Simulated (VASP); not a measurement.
# ZnO (CsCl type) (Pm-3m) in VASP: further runs

Runs on ZnO (CsCl type). Level: PBE. Tasks: single point, relaxation of cell and atoms.

All numbers are computed with VASP 6.6.1; they aren't measurements. Logs are shortened: lines on timing, memory, paths and dates and some standing lists are left out, and cuts for length are marked.

### 1 The cell of the first run

It takes space group Pm-3m (No. 221, cubic). The conventional cell has a = 2.623 Å, b = 2.623 Å, c = 2.623 Å, α = 90.00°, β = 90.00°, γ = 90.00°. Within 3.0 Å of Zn (site symmetry m-3m) lie 8 O at 2.27 Å and 6 Zn at 2.62 Å. Within 3.0 Å of O (site symmetry m-3m) lie 8 Zn at 2.27 Å and 6 O at 2.62 Å.

### 2 Single point, PBE

File INCAR:

```
  PREC = Accurate
  ENCUT = 520
  EDIFF = 1E-6
  ISMEAR = -1
  SIGMA = 0.08
  LREAL = False
  LASPH = True
  NELM = 60
  ALGO = Normal
  ISIF = 2
  LWAVE = False
  LCHARG = False
  GGA = PE
  NBANDS = 16
```

File KPOINTS:

```
Automatic mesh
0
Gamma
  14 14 14
```

File POSCAR:

```
ZnO
1.0
    2.6225660749      0.0000000000      0.0000000000
    0.0000000000      2.6225660749      0.0000000000
    0.0000000000      0.0000000000      2.6225660749
Zn O
1 1
Direct
    0.0000000000      0.0000000000      0.0000000000
    0.5000000000      0.5000000000      0.5000000000
```

Potentials or basis: VASP PAW PBE potentials, release 64 (Zn, O).

Launch:

```console
cat potpaw_PBE.64/Zn/POTCAR potpaw_PBE.64/O/POTCAR > POTCAR
mpirun -np 1 vasp_std > vasp.out
```

OUTCAR:

```text
PREC = Accurate
   ENCUT = 520
   EDIFF = 1E-6
   ISMEAR = -1
   LREAL = False
   LASPH = True
   NELM = 60
   ISIF = 2
   GGA = PE

 ion  position               nearest neighbor table
   1  0.000  0.000  0.000-   2 2.27   2 2.27   2 2.27   2 2.27   2 2.27   2 2.27   2 2.27   2 2.27

   2  0.500  0.500  0.500-   1 2.27   1 2.27   1 2.27   1 2.27   1 2.27   1 2.27   1 2.27   1 2.27

  LATTYP: Found a simple cubic cell.
 ALAT       =     2.6225660749

  Lattice vectors:

 A1 = (   2.6225660749,   0.0000000000,   0.0000000000)
 A2 = (   0.0000000000,   2.6225660749,   0.0000000000)
 A3 = (   0.0000000000,   0.0000000000,   2.6225660749)

Analysis of symmetry for initial positions (statically):
=====================================================================
 Subroutine PRICEL returns:
 Original cell was already a primitive cell.

 Routine SETGRP: Setting up the symmetry group for a
 simple cubic supercell.

 Subroutine GETGRP returns: Found 48 space group operations
 (whereof 48 operations were pure point group operations)
 out of a pool of 48 trial point group operations.

The static configuration has the point symmetry O_h .

Analysis of symmetry for dynamics (positions and initial velocities):
=====================================================================
 Subroutine PRICEL returns:
 Original cell was already a primitive cell.

 Routine SETGRP: Setting up the symmetry group for a
 simple cubic supercell.

 Subroutine GETGRP returns: Found 48 space group operations
 (whereof 48 operations were pure point group operations)
 out of a pool of 48 trial point group operations.

The dynamic configuration has the point symmetry O_h .

 Subroutine INISYM returns: Found 48 space group operations
 (whereof 48 operations are pure point group operations),
 and found     1 'primitive' translations

----------------------------------------------------------------------------------------

                                     Primitive cell

  volume of cell :      18.0376

  direct lattice vectors                    reciprocal lattice vectors
     2.622566075  0.000000000  0.000000000     0.381305931  0.000000000  0.000000000
     0.000000000  2.622566075  0.000000000     0.000000000  0.381305931  0.000000000
     0.000000000  0.000000000  2.622566075     0.000000000  0.000000000  0.381305931

  length of vectors
     2.622566075  2.622566075  2.622566075     0.381305931  0.381305931  0.381305931

  position of ions in fractional coordinates (direct lattice)
     0.000000000  0.000000000  0.000000000
     0.500000000  0.500000000  0.500000000

  ion indices of the primitive-cell ions
   primitive index   ion index
                 1           1
                 2           2

----------------------------------------------------------------------------------------

 KPOINTS: Automatic mesh

Automatic generation of k-mesh.
 Grid dimensions read from file:
 generate k-points for:   14   14   14

 Generating k-lattice:

  Cartesian coordinates                     Fractional coordinates (reciprocal lattice)
     0.027236138  0.000000000  0.000000000     0.071428571  0.000000000  0.000000000
     0.000000000  0.027236138  0.000000000     0.000000000  0.071428571  0.000000000
     0.000000000  0.000000000  0.027236138     0.000000000  0.000000000  0.071428571

  Length of vectors
     0.027236138  0.027236138  0.027236138

  Shift w.r.t. Gamma in fractional coordinates (k-lattice)
     0.000000000  0.000000000  0.000000000

 Subroutine IBZKPT returns following result:
 ===========================================

 Found    120 irreducible k-points:

 Following reciprocal coordinates:
            Coordinates               Weight
  0.000000  0.000000  0.000000      1.000000
  0.071429  0.000000  0.000000      6.000000
  0.142857  0.000000  0.000000      6.000000
  0.214286  0.000000  0.000000      6.000000
  0.285714  0.000000  0.000000      6.000000
  0.357143  0.000000  0.000000      6.000000
[... 16 lines left out ...]
  0.285714  0.214286  0.000000     24.000000
  0.357143  0.214286  0.000000     24.000000
 [... further k-points ...]
   k-points           NKPTS =    120   k-points in BZ     NKDIM =    120   number of bands    NBANDS=     16
   number of dos      NEDOS =    301   number of ions     NIONS =      2
   total plane-waves  NPLWV =   8000
   dimension x,y,z NGX =    20 NGY =   20 NGZ =   20
   dimension x,y,z NGXF=    40 NGYF=   40 NGZF=   40
   ions per type =               1   1
   NGX,Y,Z   is equivalent  to a cutoff of  12.68, 12.68, 12.68 a.u.
   NGXF,Y,Z  is equivalent  to a cutoff of  25.36, 25.36, 25.36 a.u.
 SYSTEM =  unknown system
   PREC   = accura    normal or accurate (medium, high low for compatibility)
   ISTART =      0    job   : 0-new  1-cont  2-samecut
   ICHARG =      2    charge: 1-file 2-atom 10-const
   ISPIN  =      1    spin polarized calculation?
   LNONCOLLINEAR =      F non collinear calculations
[... 27 lines left out ...]
  Thomas-Fermi vector in A             =   2.727346
   LORBIT       =      0    0 simple, 1 ext, 2 COOP (PROOUT), +10 PAW based schemes
   GGA     = PE    functional components
   LHFCALC =     F    Hartree Fock is set to
   AEXX    =    0.0000 exact exchange contribution
   IVDW    =     0    specifies the selected vdW correction
   LEPSILON=     F    determine dielectric tensor
   LRPA    =     F    only Hartree local field effects (RPA)
 non-spin polarized calculation
  energy-cutoff  :      520.00
  volume of cell :       18.04
 maximum number of plane-waves:       500
 NGX is ok and might be reduce to    20
   NGX =  9   NGY =  9   NGZ =  9

 number of electron      17.9999996 magnetization

 Free energy of the ion-electron system (eV)
  ---------------------------------------------------
  ext. energy  EPLUGINS =         0.00000000
  ---------------------------------------------------
  free energy    TOTEN  =        -7.42788502 eV

  energy without entropy =       -7.42647499  energy(sigma->0) =       -7.42718000

 E-fermi :   4.1228     XC(G=0): -12.9294

 val. band max:        3.8539770599   @ k =   0.5000   0.0000   0.0000
 cond. band min:       4.1570200036   @ k =   0.0714   0.0000   0.0000
 fundamental gap:      0.3030429437
 Fermi energy:         4.1227679936

 k-point     1 :       0.0000    0.0000    0.0000
  band No.  band energies     occupation
      1     -15.2401      2.00000
      2      -2.7733      2.00000
      3      -2.7733      2.00000
      4      -1.5068      2.00000
      5      -1.5068      2.00000
      6      -1.5068      2.00000
[... 8 lines left out ...]
     15      22.2292      0.00000
     16      36.9951      0.00000

 k-point     2 :       0.0714    0.0000    0.0000
  band No.  band energies     occupation
      1     -15.1823      2.00000
      2      -2.7653      2.00000
      3      -2.7647      2.00000
      4      -1.5503      2.00000
      5      -1.5503      2.00000
      6      -1.5048      2.00000
[... 8 lines left out ...]
     15      22.7201      0.00000
     16      34.7838      0.00000

 k-point     3 :       0.1429    0.0000    0.0000
  band No.  band energies     occupation
      1     -15.0141      2.00000
      2      -2.7785      2.00000
      3      -2.7428      2.00000
      4      -1.6660      2.00000
      5      -1.6660      2.00000
      6      -1.4991      2.00000
[... 8 lines left out ...]
     15      23.9484      0.00000
     16      32.2620      0.00000

 k-point     4 :       0.2143    0.0000    0.0000
  band No.  band energies     occupation
      1     -14.7549      2.00000
      2      -2.9493      2.00000
      3      -2.7101      2.00000
      4      -1.8196      2.00000
      5      -1.8196      2.00000
      6      -1.4910      2.00000
[... 8 lines left out ...]
     15      25.6496      0.00000
     16      29.9622      0.00000
[... 324 lines left out ...]
 k-point    22 :       0.2143    0.2143    0.0000
  band No.  band energies     occupation
      1     -14.3254      2.00000
      2      -2.9040      2.00000
      3      -2.5635      2.00000
      4      -2.1151      2.00000
      5      -1.8387      2.00000
      6      -1.6308      2.00000
[... 8 lines left out ...]
     15      28.1513      0.00000
     16      28.3166      0.00000

 k-point    23 :       0.2857    0.2143    0.0000
  band No.  band energies     occupation
      1     -14.0516      2.00000
      2      -3.1292      2.00000
      3      -2.5064      2.00000
      4      -2.1358      2.00000
      5      -1.9089      2.00000
      6      -1.6428      2.00000
[... 8 lines left out ...]
     15      27.7115      0.00000
     16      29.8437      0.00000

 k-point    24 :       0.3571    0.2143    0.0000
  band No.  band energies     occupation
      1     -13.7824      2.00000
      2      -3.4981      2.00000
      3      -2.4630      2.00000
      4      -2.1516      2.00000
      5      -1.9912      2.00000
      6      -1.6299      2.00000
[... 8 lines left out ...]
     15      27.8140      0.00000
     16      29.9093      0.00000

 [... further k-points ...]

------------------------ aborting loop because EDIFF is reached ----------------------------------------

  FORCE on cell =-STRESS in cart. coord.  units (eV):
  Direction    XX          YY          ZZ          XY          YZ          ZX
  --------------------------------------------------------------------------------------
  -------------------------------------------------------------------------------------
  Total        1.6876249      1.6876249      1.6876249      0.0000000     -0.0000000      0.0000000
  in kB      149.9019166    149.9019166    149.9019166      0.0000000     -0.0000000      0.0000000
  external PRESSURE =     149.9019166 kB  Pullay stress =       0.0000000 kB

 VOLUME and BASIS-vectors are now :
 -----------------------------------------------------------------------------
  energy-cutoff  :      520.00
  volume of cell :       18.04
      direct lattice vectors                 reciprocal lattice vectors
     2.622566075  0.000000000  0.000000000     0.381305931  0.000000000  0.000000000
     0.000000000  2.622566075  0.000000000     0.000000000  0.381305931  0.000000000
     0.000000000  0.000000000  2.622566075     0.000000000  0.000000000  0.381305931

 POSITION                                       TOTAL-FORCE (eV/Angst)
 -----------------------------------------------------------------------------------
      0.00000      0.00000      0.00000         0.000000      0.000000      0.000000
      1.31128      1.31128      1.31128         0.000000      0.000000      0.000000
 -----------------------------------------------------------------------------------
    total drift:                                0.000000      0.000000      0.000000

  FREE ENERGIE OF THE ION-ELECTRON SYSTEM (eV)
  ---------------------------------------------------
  free  energy   TOTEN  =        -7.4278850204 eV

  energy  without entropy=       -7.4264749885  energy(sigma->0) =       -7.42718000
```

It took 32 s on 1 thread of Intel Xeon 8259CL, shared host; peak memory 0.15 GiB.

Results:

```yaml
Free_energy: -7.4279 eV
Pressure: 15.0 GPa
Band_gap_on_the_k_mesh: zero (bands 9 and 10 overlap by 0.45 eV)
```

Caveat: the cell stands under pressure; semilocal functionals underestimate gaps, and a narrow one can read as zero.

### 3 Single point, PBE

File INCAR:

```
ALGO = Normal ; EDIFF = 1E-6
ENCUT = 520 ; GGA = PE
ISIF = 2 ; ISMEAR = -1
LASPH = True ; LCHARG = False
LREAL = False ; LWAVE = False
NBANDS = 16 ; NELM = 100
PREC = Accurate ; SIGMA = 0.08
```

File KPOINTS:

```
k-points
0
Gamma
  14 14 14
```

File POSCAR:

```
ZnO
1.0
    2.6224479909      0.0000000000      0.0000000000
    0.0000000000      2.6224479909      0.0000000000
    0.0000000000      0.0000000000      2.6224479909
Zn O
1 1
Direct
    0.0000000000      0.0000000000      0.0000000000
    0.5000000000      0.5000000000      0.5000000000
```

Potentials or basis: VASP PAW PBE potentials, release 64 (Zn, O).

Launch:

```console
cat potpaw_PBE.64/Zn/POTCAR potpaw_PBE.64/O/POTCAR > POTCAR
mpirun -np 1 vasp_std > vasp.out
```

Run time: 36 s. Hardware: 1 thread of Intel Xeon 8259CL, shared host; peak memory 0.15 GiB.

Results (log left out):

| Item | Value |
| --- | --- |
| Free energy | -7.4277 eV |
| Pressure | 15.0 GPa |
| Band gap on the k mesh | zero (bands 9 and 10 overlap by 0.45 eV) |

Levels at points of the mesh, in eV from the Fermi level:
| k point | band 5 | band 6 | band 7 | band 8 | band 9 | band 10 | band 11 | band 12 | band 13 | band 14 |
| --- | --- | --- | --- | --- | --- | --- | --- | --- | --- | --- |
| (0.00, 0.00, 0.00) | -5.63 | -5.63 | -1.64 | -1.64 | -1.64 | -0.72 | 14.22 | 14.22 | 18.11 | 18.11 |
| (0.50, 0.00, 0.00) | -6.34 | -5.59 | -4.79 | -0.27 | -0.27 | 5.17 | 6.81 | 16.02 | 16.02 | 17.22 |
| (0.50, 0.50, 0.00) | -5.83 | -5.61 | -5.61 | -5.34 | -0.49 | 2.60 | 10.37 | 10.37 | 16.13 | 21.97 |
| (0.50, 0.50, 0.50) | -5.32 | -5.32 | -1.67 | -1.67 | -1.67 | 5.30 | 5.30 | 5.30 | 10.01 | 21.46 |

Caveat: the cell stands under pressure; semilocal functionals underestimate gaps, and a narrow one can read as zero.

### 4 Relaxation of cell and atoms, PBE, target pressure 14 GPa, at which the enthalpy is minimised

File INCAR:

```
PREC     = Accurate       # precision mode
ENCUT    = 600            # plane-wave cutoff, eV
EDIFF    = 1E-7           # SCF threshold, eV
ISMEAR   = -1             # smearing method
SIGMA    = 0.08           # smearing width, eV
LREAL    = F              # projectors in reciprocal space
LASPH    = T              # aspherical terms in the spheres
NELM     = 100            # most SCF steps
ALGO     = Normal         # electronic algorithm
ISIF     = 3              # what is computed and relaxed
LWAVE    = F              # write WAVECAR
LCHARG   = F              # write CHGCAR
GGA      = PE             # functional
IBRION   = 2              # ionic algorithm
NSW      = 60             # ionic steps
EDIFFG   = -0.005         # ionic threshold
PSTRESS  = 140.0
```

File KPOINTS:

```
Automatic mesh
0
Gamma
  14 14 14
```

File POSCAR:

```
ZnO
1.0
    2.6240360052      0.0000000000      0.0000000000
    0.0000000000      2.6240360052      0.0000000000
    0.0000000000      0.0000000000      2.6240360052
Zn O
1 1
Direct
    0.0000000000      0.0000000000      0.0000000000
    0.5000000000      0.5000000000      0.5000000000
```

Launch:

```console
cat potpaw_PBE.64/Zn/POTCAR potpaw_PBE.64/O/POTCAR > POTCAR
mpirun -np 1 vasp_std > vasp.out
```

It took 1.7 min on 1 thread of Intel Xeon 8259CL, shared host; peak memory 0.17 GiB.

It converged, with:

| Item | Value |
| --- | --- |
| Free energy | -7.4355 eV |
| Relaxed volume | 9.05 Å³/atom |
| Relaxed cell | a = 2.626 Å, b = 2.626 Å, c = 2.626 Å, α = 90.00°, β = 90.00°, γ = 90.00° |
| Space group after relaxing (to 0.1 Å) | Pm-3m (No. 221) |
| Energy change on relaxing (the run minimises the enthalpy) | -1.5 meV/atom |
| Ionic steps | 3 |
| Pressure after relaxing | 14.0 GPa |
| Band gap on the k mesh | zero (bands 9 and 10 overlap by 0.47 eV) |

Step by step:
```tsv
step	energy change (eV)	largest force (eV/Å)	pressure (GPa)	volume (Å³)
1	0.0000	0.0000	14.42	18.07
2	-0.0054	0.0000	13.67	18.13
3	-0.0029	0.0000	14.01	18.10
```

Final structure:
```
Zn O
1.0
     2.62562    0.00000    0.00000
     0.00000    2.62562    0.00000
     0.00000    0.00000    2.62562
Zn O
1 1
Cartesian
  0.0000 0.0000 0.0000
  1.3128 1.3128 1.3128
```

Levels at points of the mesh, in eV from the Fermi level:
```
           k point  band 6  band 7  band 8  band 9  band 10  band 11  band 12  band 13
(0.00, 0.00, 0.00)   -5.62   -1.63   -1.63   -1.63    -0.73    14.21    14.21    18.06
(0.50, 0.00, 0.00)   -5.58   -4.78   -0.27   -0.27     5.16     6.79    15.99    15.99
(0.50, 0.50, 0.00)   -5.58   -5.58   -5.34   -0.49     2.59    10.34    10.34    16.10
(0.50, 0.50, 0.50)   -5.32   -1.67   -1.67   -1.67     5.30     5.30     5.30     9.96
```

Caveat: the cell is relaxed towards a set pressure, so the run minimises the enthalpy, not the energy; semilocal functionals underestimate gaps, and a narrow one can read as zero.

### 5 Relaxation of cell and atoms, PBE, target pressure 14 GPa, at which the enthalpy is minimised

File INCAR:

```
SYSTEM = ZnO
  PREC = Accurate
  ENCUT = 600
  EDIFF = 1E-6
  ISMEAR = -1
  SIGMA = 0.08
  LREAL = .False.
  LASPH = .True.
  NELM = 80
  ALGO = Normal
  ISIF = 3
  LWAVE = .False.
  LCHARG = .False.
  GGA = PE
  IBRION = 2
  NSW = 32
  EDIFFG = -0.005
  PSTRESS = 140.0
```

File KPOINTS:

```
regular mesh
0
Gamma
  14 14 14
  0 0 0
```

File POSCAR:

```
ZnO
1.0
    2.6225660749      0.0000000000      0.0000000000
    0.0000000000      2.6225660749      0.0000000000
    0.0000000000      0.0000000000      2.6225660749
Zn O
1 1
Direct
    0.0000000000      0.0000000000      0.0000000000
    0.5000000000      0.5000000000      0.5000000000
```

Launch:

```console
cat potpaw_PBE.64/Zn/POTCAR potpaw_PBE.64/O/POTCAR > POTCAR
mpirun -np 1 vasp_std > vasp.out
```

Wall time 94 s (1 thread of Intel Xeon 8259CL, shared host); peak memory 0.17 GiB.

The run converged. Its results:

- Free energy: -7.4355 eV
- Relaxed volume: 9.05 Å³/atom
- Relaxed cell: a = 2.626 Å, b = 2.626 Å, c = 2.626 Å, α = 90.00°, β = 90.00°, γ = 90.00°
- Space group after relaxing (to 0.1 Å): Pm-3m (No. 221)
- Energy change on relaxing (the run minimises the enthalpy): -2.9 meV/atom
- Ionic steps: 3
- Pressure after relaxing: 14.0 GPa
- Band gap on the k mesh: zero (bands 9 and 10 overlap by 0.47 eV)

The path:
| step | energy change (eV) | largest force (eV/Å) | pressure (GPa) | volume (Å³) |
| --- | --- | --- | --- | --- |
| 1 | 0.0000 | 0.0000 | 14.76 | 18.04 |
| 2 | -0.0098 | 0.0000 | 13.43 | 18.15 |
| 3 | -0.0058 | 0.0000 | 13.95 | 18.10 |

Final structure:
```cif
data_structure
_symmetry_space_group_name_H-M 'P 1'
_symmetry_Int_Tables_number 1
_cell_length_a 2.6257
_cell_length_b 2.6257
_cell_length_c 2.6257
_cell_angle_alpha 90.000
_cell_angle_beta 90.000
_cell_angle_gamma 90.000
_cell_volume 18.10
loop_
_atom_site_label
_atom_site_type_symbol
_atom_site_fract_x
_atom_site_fract_y
_atom_site_fract_z
_atom_site_occupancy
Zn1 Zn 0.00000 0.00000 0.00000 1
O1 O 0.50000 0.50000 0.50000 1
```

Levels at points of the mesh, in eV from the Fermi level:
```
           k point  band 6  band 7  band 8  band 9  band 10  band 11  band 12  band 13
(0.00, 0.00, 0.00)   -5.62   -1.63   -1.63   -1.63    -0.74    14.21    14.21    18.06
(0.50, 0.00, 0.00)   -5.58   -4.78   -0.27   -0.27     5.15     6.78    15.99    15.99
(0.50, 0.50, 0.00)   -5.58   -5.58   -5.34   -0.49     2.59    10.34    10.34    16.10
(0.50, 0.50, 0.50)   -5.32   -1.67   -1.67   -1.67     5.30     5.30     5.30     9.96
```

Caveat: the cell is relaxed towards a set pressure, so the run minimises the enthalpy, not the energy; semilocal functionals underestimate gaps, and a narrow one can read as zero.

### 6 Overview

```csv
task,cell,cutoff (eV),gap on the mesh (eV),pressure (GPa)
single point,"a = 2.623 Å, 2 atoms",520,none,15.0
single point,"a = 2.622 Å, 2 atoms",520,none,15.0
relaxation of cell and atoms,"relaxed to 14 GPa from a = 2.624 Å, 2 atoms",600,none,14.0
relaxation of cell and atoms,"relaxed to 14 GPa from a = 2.623 Å, 2 atoms",600,none,14.0
```

Alike in all rows: level PBE; potentials or basis VASP PAW PBE potentials, release 64 (Zn, O); no spin polarisation; k mesh 14 × 14 × 14; smearing fermi-dirac 0.08 eV.

Caveats: semilocal functionals underestimate gaps, and a narrow one can read as zero; the cell stands under pressure (at least some runs); the cell is relaxed towards a set pressure, so the run minimises the enthalpy, not the energy (at least some runs).

Total energies depend on the potentials used, so only differences within one code and one set of settings carry meaning.

The gap in the log of VASP goes by the Fermi energy; the results here count the filled bands.